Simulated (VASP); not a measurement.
# MgS (Fm-3m) in VASP: single point with PBEsol

Aim: the single point of MgS with PBEsol.

Everything below comes from runs of VASP 6.6.1. Logs are shortened: lines on timing, memory, paths and dates and some standing lists are left out, and cuts for length are marked.

## 1. The cell of the first run

The structure is cubic, space group Fm-3m (No. 225). Conventional cell: a = 5.203 Å, b = 5.203 Å, c = 5.203 Å, α = 90.00°, β = 90.00°, γ = 90.00°. Mg (site symmetry m-3m) has 6 S at 2.60 Å within 3.4 Å. S (site symmetry m-3m) has 6 Mg at 2.60 Å within 3.4 Å.

## 2. Single point, PBEsol

The input, INCAR:

```
SYSTEM = MgS
PREC = Accurate ; ENCUT = 600
EDIFF = 1E-6 ; ISMEAR = 0
SIGMA = 0.01 ; LREAL = .FALSE.
LASPH = .TRUE. ; NELM = 120
ALGO = Normal ; ISIF = 2
LWAVE = .FALSE. ; LCHARG = .TRUE.
GGA = PS ; LELF = .TRUE.
LVHAR = .TRUE. ; NBANDS = 11
GGA_COMPAT = .FALSE.
```

The input, KPOINTS:

```
Automatic mesh
0
G
  8 8 8
  0 0 0
```

The input, POSCAR:

```
MgS
1.0
    0.0000000000      2.6016500000      2.6016500000
    2.6016500000      0.0000000000      2.6016500000
    2.6016500000      2.6016500000      0.0000000000
Mg S
1 1
Direct
    0.0000000000      0.0000000000      0.0000000000
    0.5000000000      0.5000000000      0.5000000000
```

Potentials or basis: VASP PAW PBE potentials, release 64 (Mg, S).

On the command line:

```console
$ cat potpaw_PBE.64/Mg/POTCAR potpaw_PBE.64/S/POTCAR > POTCAR
$ mpirun -np 1 vasp_std > vasp.out
```

OUTCAR:

```text
SYSTEM = MgS
   PREC = Accurate
   ENCUT = 600
   EDIFF = 1E-6
   ISMEAR = 0
   LREAL = .FALSE.
   LASPH = .TRUE.
   NELM = 120
   ISIF = 2
   GGA = PS

 ion  position               nearest neighbor table
   1  0.000  0.000  0.000-   2 2.60   2 2.60   2 2.60   2 2.60   2 2.60   2 2.60
   2  0.500  0.500  0.500-   1 2.60   1 2.60   1 2.60   1 2.60   1 2.60   1 2.60

  LATTYP: Found a face centered cubic cell.
 ALAT       =     5.2033000000

  Lattice vectors:

 A1 = (   0.0000000000,   2.6016500000,   2.6016500000)
 A2 = (   2.6016500000,   0.0000000000,   2.6016500000)
 A3 = (   2.6016500000,   2.6016500000,   0.0000000000)

Analysis of symmetry for initial positions (statically):
=====================================================================
 Subroutine PRICEL returns:
 Original cell was already a primitive cell.

 Routine SETGRP: Setting up the symmetry group for a
 face centered cubic supercell.

 Subroutine GETGRP returns: Found 48 space group operations
[... 9 lines left out ...]

 Routine SETGRP: Setting up the symmetry group for a
 face centered cubic supercell.

 Subroutine GETGRP returns: Found 48 space group operations
[... 11 lines left out ...]
                                     Primitive cell

  volume of cell :      35.2190

  direct lattice vectors                    reciprocal lattice vectors
     0.000000000  2.601650000  2.601650000    -0.192185728  0.192185728  0.192185728
     2.601650000  0.000000000  2.601650000     0.192185728 -0.192185728  0.192185728
     2.601650000  2.601650000  0.000000000     0.192185728  0.192185728 -0.192185728

  length of vectors
     3.679288715  3.679288715  3.679288715     0.332875446  0.332875446  0.332875446

  position of ions in fractional coordinates (direct lattice)
     0.000000000  0.000000000  0.000000000
     0.500000000  0.500000000  0.500000000

  ion indices of the primitive-cell ions
   primitive index   ion index
                 1           1
                 2           2

----------------------------------------------------------------------------------------

 KPOINTS: Automatic mesh

Automatic generation of k-mesh.
 Grid dimensions read from file:
 generate k-points for:    8    8    8

 Generating k-lattice:

  Cartesian coordinates                     Fractional coordinates (reciprocal lattice)
    -0.024023216  0.024023216  0.024023216     0.125000000  0.000000000  0.000000000
     0.024023216 -0.024023216  0.024023216     0.000000000  0.125000000  0.000000000
     0.024023216  0.024023216 -0.024023216     0.000000000  0.000000000  0.125000000

  Length of vectors
     0.041609431  0.041609431  0.041609431

  Shift w.r.t. Gamma in fractional coordinates (k-lattice)
     0.000000000  0.000000000  0.000000000

 Subroutine IBZKPT returns following result:
 ===========================================

 Found     29 irreducible k-points:

 Following reciprocal coordinates:
            Coordinates               Weight
  0.000000  0.000000  0.000000      1.000000
  0.125000  0.000000  0.000000      8.000000
  0.250000  0.000000  0.000000      8.000000
  0.375000  0.000000  0.000000      8.000000
  0.500000  0.000000  0.000000      4.000000
  0.125000  0.125000  0.000000      6.000000
[... 16 lines left out ...]
  0.500000  0.250000  0.125000     48.000000
 -0.375000  0.250000  0.125000     24.000000
 [... further k-points ...]
   k-points           NKPTS =     29   k-points in BZ     NKDIM =     29   number of bands    NBANDS=     11
   number of dos      NEDOS =    301   number of ions     NIONS =      2
   total plane-waves  NPLWV =  27000
   dimension x,y,z NGX =    30 NGY =   30 NGZ =   30
   dimension x,y,z NGXF=    60 NGYF=   60 NGZF=   60
   ions per type =               1   1
   NGX,Y,Z   is equivalent  to a cutoff of  13.56, 13.56, 13.56 a.u.
   NGXF,Y,Z  is equivalent  to a cutoff of  27.11, 27.11, 27.11 a.u.
 SYSTEM =  MgS
   PREC   = accura    normal or accurate (medium, high low for compatibility)
   ISTART =      0    job   : 0-new  1-cont  2-samecut
   ICHARG =      2    charge: 1-file 2-atom 10-const
   ISPIN  =      1    spin polarized calculation?
   LNONCOLLINEAR =      F non collinear calculations
   LSORBIT =      F    spin-orbit coupling
   LASPH  =      T    aspherical Exc in radial PAW
   ENCUT  =  600.0 eV  44.10 Ry    6.64 a.u.   7.35  7.35  7.35*2*pi/ulx,y,z
   NELM   =    120;   NELMIN=  2; NELMDL= -5     # of ELM steps
   EDIFF  = 0.1E-05   stopping-criterion for ELM
   LREAL  =      F    real-space projection
   EDIFFG = 0.1E-04   stopping-criterion for IOM
   NSW    =      0    number of steps for IOM
   IBRION =     -1    ionic relax: 0-MD 1-quasi-New 2-CG
   NFREE  =      0    steps in history (QN), initial steepest desc. (CG)
   ISIF   =      2    stress and relaxation
   ISYM   =      2    0-nonsym 1-usesym 2-fastsym
   POTIM  = 0.5000    time-step for ionic-motion
   TEBEG  =    0.0;   TEEND  =   0.0 temperature during run
   PSTRESS=    0.0 pullay stress
   NELECT =       8.0000    total number of electrons
   NUPDOWN=      -1.0000    fix difference up-down
   EMIN   =  10.00;   EMAX   =-10.00  energy-range for DOS
   EFERMI =   0.00;   METHOD = LEGACY
   ISMEAR =     0;   SIGMA  =   0.01  broadening in eV -4-tet -1-fermi 0-gaus
   EFERMI_NEDOS =   21; number of points for ismear=-14 and -15
   IALGO  =     38    algorithm
   IMIX   =      4    mixing-type and parameters
     AMIX     =   0.40;   BMIX     =  1.00
     AMIX_MAG =   1.60;   BMIX_MAG =  1.00
  volume/ion in A,a.u.               =      17.61       118.83
  Fermi-wavevector in a.u.,A,eV,Ry     =   0.998878  1.887606 13.575323  0.997758
  Thomas-Fermi vector in A             =   2.131131
   LORBIT       =      0    0 simple, 1 ext, 2 COOP (PROOUT), +10 PAW based schemes
   GGA     = PS    functional components
   LHFCALC =     F    Hartree Fock is set to
   AEXX    =    0.0000 exact exchange contribution
   IVDW    =     0    specifies the selected vdW correction
   LEPSILON=     F    determine dielectric tensor
   LRPA    =     F    only Hartree local field effects (RPA)
 non-spin polarized calculation
 Gauss-broadening in eV      SIGMA  =   0.01
  energy-cutoff  :      600.00
  volume of cell :       35.22
 maximum number of plane-waves:      1211
 NGX is ok and might be reduce to    30
   NGX = 15   NGY = 15   NGZ = 15

 number of electron       7.9999999 magnetization

 Free energy of the ion-electron system (eV)
  ---------------------------------------------------
  ext. energy  EPLUGINS =         0.00000000
  ---------------------------------------------------
  free energy    TOTEN  =        -9.07378892 eV

  energy without entropy =       -9.07378892  energy(sigma->0) =       -9.07378892

 E-fermi :   3.7449     XC(G=0):  -9.8366

 val. band max:        3.6750807896   @ k =   0.0000   0.0000   0.0000
 cond. band min:       6.3793009634   @ k =   0.5000   0.5000   0.0000
 fundamental gap:      2.7042201738
 Fermi energy:         3.7448692648

 k-point     1 :       0.0000    0.0000    0.0000
  band No.  band energies     occupation
      1      -9.0079      2.00000
      2       3.6751      2.00000
      3       3.6751      2.00000
      4       3.6751      2.00000
      5       7.2683      0.00000
      6      11.5290      0.00000
      7      11.5290      0.00000
      8      11.5290      0.00000
      9      13.9861      0.00000
     10      13.9861      0.00000
     11      15.9718      0.00000

 k-point     2 :       0.1250    0.0000    0.0000
  band No.  band energies     occupation
      1      -8.8552      2.00000
      2       2.6052      2.00000
      3       3.5721      2.00000
      4       3.5721      2.00000
      5       8.0795      0.00000
      6      11.1996      0.00000
      7      11.7810      0.00000
      8      11.7810      0.00000
      9      13.3323      0.00000
     10      13.3323      0.00000
     11      16.2404      0.00000

 k-point     3 :       0.2500    0.0000    0.0000
  band No.  band energies     occupation
      1      -8.4414      2.00000
      2       0.8258      2.00000
      3       3.3480      2.00000
      4       3.3480      2.00000
      5       8.5047      0.00000
      6      11.4141      0.00000
      7      11.4141      0.00000
      8      11.8871      0.00000
      9      13.8914      0.00000
     10      13.8914      0.00000
     11      15.4356      0.00000

 k-point     4 :       0.3750    0.0000    0.0000
  band No.  band energies     occupation
      1      -7.9347      2.00000
      2      -0.6333      2.00000
      3       3.1511      2.00000
      4       3.1511      2.00000
      5       8.2183      0.00000
      6      10.7484      0.00000
      7      10.7484      0.00000
      8      13.3875      0.00000
      9      15.0991      0.00000
     10      15.8593      0.00000
     11      15.8593      0.00000

 k-point     5 :       0.5000    0.0000    0.0000
  band No.  band energies     occupation
      1      -7.6822      2.00000
      2      -1.2192      2.00000
      3       3.0760      2.00000
      4       3.0760      2.00000
      5       8.0762      0.00000
      6      10.5013      0.00000
      7      10.5013      0.00000
      8      13.7423      0.00000
      9      15.6485      0.00000
     10      18.0667      0.00000
     11      18.0667      0.00000

 k-point     6 :       0.1250    0.1250    0.0000
  band No.  band energies     occupation
      1      -8.8050      2.00000
      2       2.6454      2.00000
      3       3.3439      2.00000
      4       3.3439      2.00000
      5       8.4302      0.00000
      6      10.5476      0.00000
      7      12.1326      0.00000
      8      12.2066      0.00000
      9      12.2066      0.00000
     10      14.2500      0.00000
     11      17.2991      0.00000

 k-point     7 :       0.2500    0.1250    0.0000
  band No.  band energies     occupation
      1      -8.4793      2.00000
      2       1.3204      2.00000
      3       3.0539      2.00000
      4       3.1074      2.00000
      5       9.0695      0.00000
      6      10.3792      0.00000
      7      11.0097      0.00000
      8      12.3944      0.00000
      9      13.3819      0.00000
     10      14.6633      0.00000
     11      16.8848      0.00000

 k-point     8 :       0.3750    0.1250    0.0000
  band No.  band energies     occupation
      1      -7.9967      2.00000
      2      -0.1290      2.00000
      3       2.7437      2.00000
      4       2.8707      2.00000
      5       8.8373      0.00000
      6      10.2143      0.00000
      7      11.6662      0.00000
      8      11.8864      0.00000
      9      14.9899      0.00000
     10      16.4361      0.00000
     11      16.5106      0.00000
[... 141 lines left out ...]
 k-point    19 :       0.5000    0.3750    0.0000
  band No.  band energies     occupation
      1      -7.3710      2.00000
      2      -0.3790      2.00000
      3       1.4900      2.00000
      4       2.0987      2.00000
      5       6.9669      0.00000
      6       8.6446      0.00000
      7      14.3290      0.00000
      8      14.6007      0.00000
      9      16.4962      0.00000
     10      18.2825      0.00000
     11      19.4523      0.00000

 k-point    20 :      -0.3750    0.3750    0.0000
  band No.  band energies     occupation
      1      -7.3048      2.00000
      2      -0.0814      2.00000
      3       0.4410      2.00000
      4       2.2920      2.00000
      5       7.4945      0.00000
      6      10.2790      0.00000
      7      13.3195      0.00000
      8      13.6545      0.00000
      9      15.4352      0.00000
     10      17.1502      0.00000
     11      20.7231      0.00000

 k-point    21 :       0.5000    0.5000    0.0000
  band No.  band energies     occupation
      1      -7.3038      2.00000
      2      -0.5858      2.00000
      3       1.9668      2.00000
      4       1.9668      2.00000
      5       6.3793      0.00000
      6       7.9182      0.00000
      7      15.5466      0.00000
      8      16.4954      0.00000
      9      16.9363      0.00000
     10      16.9363      0.00000
     11      19.5268      0.00000

 k-point    22 :       0.3750    0.2500    0.1250
  band No.  band energies     occupation
      1      -8.1170      2.00000
      2       0.5599      2.00000
      3       2.1915      2.00000
      4       2.9874      2.00000
      5       9.4013      0.00000
      6      10.0414      0.00000
      7      10.6573      0.00000
      8      12.8081      0.00000
      9      13.7197      0.00000
     10      16.5886      0.00000
     11      18.4369      0.00000

 k-point    23 :       0.5000    0.2500    0.1250
  band No.  band energies     occupation
      1      -7.6884      2.00000
      2      -0.2914      2.00000
      3       1.6437      2.00000
      4       2.6689      2.00000
      5       9.2215      0.00000
      6       9.9537      0.00000
      7      11.3864      0.00000
      8      12.5961      0.00000
      9      15.2586      0.00000
     10      17.8526      0.00000
     11      18.4523      0.00000

 k-point    24 :      -0.3750    0.2500    0.1250
  band No.  band energies     occupation
      1      -7.4828      2.00000
      2      -0.6901      2.00000
      3       1.4977      2.00000
      4       2.5055      2.00000
      5       9.1783      0.00000
      6       9.6639      0.00000
      7      12.0210      0.00000
      8      13.0047      0.00000
      9      15.8358      0.00000
     10      16.8885      0.00000
     11      19.0932      0.00000

 [... further k-points ...]
[... 5 lines left out ...]
  --------------------------------------------------------------------------------------
  -------------------------------------------------------------------------------------
  Total       -0.2448087     -0.2448087     -0.2448087      0.0000000      0.0000000      0.0000000
  in kB      -11.1368117    -11.1368117    -11.1368117      0.0000000      0.0000000      0.0000000
  external PRESSURE =     -11.1368117 kB  Pullay stress =       0.0000000 kB

 VOLUME and BASIS-vectors are now :
 -----------------------------------------------------------------------------
  energy-cutoff  :      600.00
  volume of cell :       35.22
      direct lattice vectors                 reciprocal lattice vectors
     0.000000000  2.601650000  2.601650000    -0.192185728  0.192185728  0.192185728
     2.601650000  0.000000000  2.601650000     0.192185728 -0.192185728  0.192185728
     2.601650000  2.601650000  0.000000000     0.192185728  0.192185728 -0.192185728

 POSITION                                       TOTAL-FORCE (eV/Angst)
 -----------------------------------------------------------------------------------
      0.00000      0.00000      0.00000         0.000000     -0.000000     -0.000000
      2.60165      2.60165      2.60165        -0.000000      0.000000      0.000000
 -----------------------------------------------------------------------------------
    total drift:                               -0.000000     -0.000000      0.000000

  FREE ENERGIE OF THE ION-ELECTRON SYSTEM (eV)
  ---------------------------------------------------
  free  energy   TOTEN  =        -9.0737889168 eV

  energy  without entropy=       -9.0737889168  energy(sigma->0) =       -9.07378892
```

It took 9.1 s on 1 thread of AMD EPYC 9R45 (Zen 5), shared host; peak memory 0.14 GiB.

Results:

| Property | Result |
| --- | --- |
| Free energy | -9.0738 eV |
| Pressure | -1.1 GPa |
| Band gap on the k mesh | 2.70 eV, indirect (least direct gap 3.59 eV) |

Caveat: the PAW data sets were made with another functional, which shifts forces and pressure a little.
